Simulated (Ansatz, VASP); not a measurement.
# K: VASP beside Ansatz

Contents of INCAR:

```
PREC     = Accurate       # precision mode
ENCUT    = 520            # plane-wave cutoff, eV
EDIFF    = 1E-7           # SCF threshold, eV
ISMEAR   = 0              # smearing method
SIGMA    = 0.15           # smearing width, eV
LREAL    = F              # projectors in reciprocal space
LASPH    = T              # aspherical terms in the spheres
NELM     = 100            # most SCF steps
ALGO     = Fast           # electronic algorithm
ISIF     = 2              # what is computed and relaxed
LWAVE    = F              # write WAVECAR
LCHARG   = F              # write CHGCAR
GGA      = PS             # functional
NBANDS   = 10             # bands
```

KPOINTS

```
regular mesh
0
Gamma
  14 14 14
```

POSCAR

```
K
1.0
   -2.6180000000      2.6638150000      2.6180000000
    2.6180000000     -2.6638150000      2.6180000000
    2.6180000000      2.6638150000     -2.6180000000
K
1
Direct
    0.0000000000      0.0000000000      0.0000000000
```

Input for Ansatz:

```yaml
crystal:
  lattice:
    - [-2.618, 2.663815, 2.618]
    - [2.618, -2.663815, 2.618]
    - [2.618, 2.663815, -2.618]
  atoms:
    - { symbol: K, position: [0.0, 0.0, 0.0] }
basis:
  ecutwfc: 420
kpoints:
  mp_grid: { grid: [14, 14, 14] }
hamiltonian:
  xc: pbesol
scf:
  occupations: { method: gaussian, width: 0.15 }
output:
  forces: true
  stress: true
  eigenvalues: true
```

Change from the starting cell: strain +0.0175 x Voigt [0, 1, 0, 0, 0, 0], atoms carried along.

Alike in both runs: task single point; functional PBEsol; k mesh 14 × 14 × 14; occupations gaussian, width 0.15 eV; no spin polarisation.

|  | VASP | Ansatz |
| --- | --- | --- |
| version | VASP 6.6.1 | Ansatz 0.2.0 |
| potentials or method | VASP PAW PBE potentials, release 64 (K_sv), cutoff 520 eV | scalar-relativistic, plane waves, PAW |
| valence electrons in the cell | 9 | 9 |

|  | VASP | Ansatz | Ansatz less VASP |
| --- | --- | --- | --- |
| gap on the k mesh at the Fermi level (eV) | none | none | - |
| pressure (GPa) | -0.1 | -0.1 | +0.01 |

VASP's potentials were made for PBE, not for PBEsol. A gap of «none» marks a metal or a gap that the smearing closes.
